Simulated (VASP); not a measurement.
Runs of VASP 6.6.1 on BaS. The structure is that of space group Fm-3m (No. 225), or close to it. The cells are those of the table. 

| cell | gap on the mesh (eV) | pressure (GPa) |
| --- | --- | --- |
| a = 4.617 Å, angles 60.0°, 2 atoms | (a) | -1.3 |
| a = 4.465 Å, angles 60.0°, 2 atoms | (b) | 3.2 |
| a = 4.689 Å, angles 60.0°, 2 atoms | 2.26 | -2.7 |
| a = 4.386 Å, angles 60.0°, 2 atoms | 1.93 | 6.6 |
| a = 4.542 Å, angles 60.0°, 2 atoms | 2.13 | 0.7 |

Alike in all rows: task single point; level PBE; potentials or basis VASP PAW PBE potentials, release 64 (Ba_sv, S); no spin polarisation; k mesh 4 × 4 × 4; cutoff (eV) 520; smearing gaussian 0.01 eV.

Question: Fill in the values left out.

Answer: (a) 2.20; (b) 2.04.

Caveats: some runs use coarse meshes; spin-orbit coupling is left out, which moves the levels of the heavy elements.

A k mesh can miss the band edges, and the runs leave out spin-orbit coupling on Ba.
